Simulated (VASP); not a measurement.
## Cu: single point with PBEsol

The system is Cu.

```
CELL_PARAMETERS angstrom
-1.44279 -1.44279 -1.37608
-1.44279 -1.44279 1.37608
-10.77808 10.77808 0.00000
ATOMIC_POSITIONS crystal
Cu 0.50000 0.50000 0.06692
Cu 0.00000 0.00000 0.73624
Cu 0.50000 0.50000 0.33465
Cu 0.00000 0.00000 0.20078
Cu 0.50000 0.50000 0.60237
Cu 0.00000 0.00000 0.46851
```

This cell differs from its parent crystal: the distance across one plane changed.

```
Program                : VASP 6.6.1
Task                   : single point
Functional             : PBEsol
Potentials or basis    : VASP PAW PBE potentials, release 64 (Cu)
Cutoff                 : 520 eV
k mesh                 : 20 × 20 × 4
Occupations            : gaussian, width 0.15 eV
Spin                   : no spin polarisation
Dipole correction      : no
Further INCAR settings : ALGO = Fast; EDIFF = 1e-07; NBANDS = 42
```

```yaml
Pressure: -2.6 GPa
Largest_force: 0.093 eV/Å
Band_gap_on_the_k_mesh: zero (bands 33 and 34 overlap by 5.56 eV)
```

Forces in eV/Å, atoms in the order of the input:
```
Cu  -0.066  0.066  0.000
Cu   0.066 -0.066  0.000
Cu   0.017 -0.017  0.000
Cu   0.055 -0.055  0.000
Cu  -0.055  0.055  0.000
Cu  -0.017  0.017  0.000
```

Stress tensor (GPa, compression positive):
```
-1.82  0.08  0.00
 0.08 -1.82  0.00
 0.00  0.00 -4.08
```

Levels at points of the mesh, in eV from the Fermi level:
```csv
k point,band 30,band 31,band 32,band 33,band 34,band 35,band 36,band 37
"(0.00, 0.00, 0.00)",-2.05,-1.90,-1.75,-1.75,-1.56,-1.41,-0.64,-0.45
"(0.50, 0.00, 0.00)",-1.43,-0.17,-0.17,0.28,0.28,0.57,0.57,4.56
"(0.50, 0.50, 0.00)",-1.20,-0.40,0.75,2.14,3.74,4.22,4.47,4.92
"(0.00, 0.00, 0.50)",-2.05,-1.90,-1.75,-1.75,-1.56,-1.41,-1.17,0.05
"(0.50, 0.00, 0.50)",-1.43,-0.18,-0.18,0.29,0.29,0.56,0.56,4.53
"(0.50, 0.50, 0.50)",-1.20,-0.39,0.74,2.17,3.69,4.23,4.47,4.93
```

It took 21 min on 1 thread of Oxide Virtual Turin-like Processor, with other jobs on the host, peak memory 0.78 GiB.

Caveat: the cell differs from its parent crystal (the distance across one plane changed); the PAW data sets were made with another functional, which shifts forces and pressure a little.
